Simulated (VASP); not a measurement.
Here is a VASP 6.6.1 calculation.

Contents of INCAR:

```
SYSTEM = Ga5Sb5H4
ALGO = Normal ; EDIFF = 1E-6
ENCUT = 520 ; GGA = PE
ISIF = 2 ; ISMEAR = 0
LASPH = .TRUE. ; LCHARG = .FALSE.
LREAL = .FALSE. ; LWAVE = .FALSE.
NBANDS = 60 ; NELM = 60
PREC = Accurate ; SIGMA = 0.05
```

Contents of KPOINTS:

```
k-points
0
G
  1 1 5
  0 0 0
```

The input POSCAR:

```
Ga5Sb5H4
1.0
   20.6000000000      0.0000000000      0.0000000000
    0.0000000000     10.0000000000      0.0000000000
    0.0000000000      0.0000000000      7.5789833803
Ga Sb H
5 5 4
Direct
    0.7124139852      0.4651641641      0.3333333333
    0.5000000000      0.4651641641      0.3333333333
    0.6062069926      0.4651641641      0.8333333333
    0.2875860148      0.4651641641      0.3333333333
    0.3937930074      0.4651641641      0.8333333333
    0.6062069926      0.5348358359      0.1666666667
    0.7124139852      0.5348358359      0.6666666667
    0.3937930074      0.5348358359      0.1666666667
    0.5000000000      0.5348358359      0.6666666667
    0.2875860148      0.5348358359      0.6666666667
    0.7760415998      0.5069038102      0.2334848942
    0.2239584002      0.5069038102      0.2334848942
    0.7817153998      0.4893741832      0.7754187882
    0.2182846002      0.4893741832      0.7754187882
```

Potentials or basis: VASP PAW PBE potentials, release 64 (Ga_d, Sb, H).

Command:

```bash
$ cat potpaw_PBE.64/Ga_d/POTCAR potpaw_PBE.64/Sb/POTCAR potpaw_PBE.64/H/POTCAR > POTCAR
$ mpirun -np 1 vasp_std > vasp.out
```

(1) What does it give for the band gap on the k mesh?

(2) What does it give for the largest force?

Answers

(1) 1.35 eV, direct.

(2) 0.671 eV/Å.

Caveat: spin-orbit coupling is left out, which moves the levels of the heavy elements.
